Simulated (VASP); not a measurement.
The system is CoO.

```xyz
2
Lattice="1.6022 0.9250 2.5665 -1.6022 0.9250 2.5665 0.0000 -1.8501 2.5665" Properties=species:S:1:pos:R:3 pbc="T T T"
Co    0.0000    0.0000    7.6915
O     0.0000    0.0000    5.7824
```

* Program: VASP 6.6.1
* Task: relaxation of cell and atoms
* Functional: PBE
* Potentials or basis: VASP PAW PBE potentials, release 64 (Co, O)
* Cutoff: 600 eV
* k mesh: 10 × 10 × 10
* Occupations: fermi-dirac, width 0.05 eV
* Spin: collinear spin, ferromagnetic start
* Starting moments: [2.0, 0.0] μB

At the start: pressure -0.5 GPa; volume 11.41 Å³/atom.

Q: How do energy, volume and symmetry change on relaxing?

A: Over 3 steps the energy falls by 3.5 meV/atom and the volume is 11.36 Å³/atom (-0.5 %); space group F-43m (No. 216, to 0.05 Å); moment 2.73 μB per cell.

The path:
```
step  energy change (eV)  largest force (eV/Å)  pressure (GPa)  volume (Å³)
   1              0.0000                0.2624           -0.51        22.82
   2             -0.0069                0.0418            0.00        22.70
   3             -0.0070                0.0077           -0.03        22.72
```

Final structure:
```xyz
2
Lattice="1.5912 0.9187 2.5901 -1.5912 0.9187 2.5901 0.0000 -1.8373 2.5901" Properties=species:S:1:pos:R:3 pbc="T T T"
Co    0.0000    0.0000    0.0032
O     0.0000    0.0000    5.8245
```

Caveat: a cell with one magnetic atom can't hold antiferromagnetic order, which such compounds often take.
